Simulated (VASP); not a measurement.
C:

```
C
1.0
     0.00000    1.78012    1.78012
     1.78012    0.00000    1.78012
     1.78012    1.78012    0.00000
C
2
Direct
  0.00000 0.00000 0.00000
  0.25000 0.25000 0.25000
```

Base run:

- Program: VASP 6.6.1
- Functional: PBE
- Potentials or basis: VASP PAW PBE potentials, release 64 (C)
- Cutoff: 520 eV
- k mesh: 8 × 8 × 8
- Occupations: gaussian, width 0.01 eV
- Spin: no spin polarisation

Its results: band gap on the k mesh 4.14 eV (least direct gap 5.60 eV); pressure 4.9 GPa.

**Question.** The run is repeated on the same cell with these changes: functional from PBE to HSE06; k mesh from 8 × 8 × 8 to 6 × 6 × 6. What comes out?

**Answer.** Band gap on the k mesh 5.33 eV (least direct gap 6.99 eV); pressure -4.8 GPa.

Several settings changed at once.

Caveats: some runs use coarse meshes; the cell stands under pressure (at least some runs); the PAW data sets were made with another functional, which shifts forces and pressure a little (at least some runs).

A k mesh can miss the band edges.
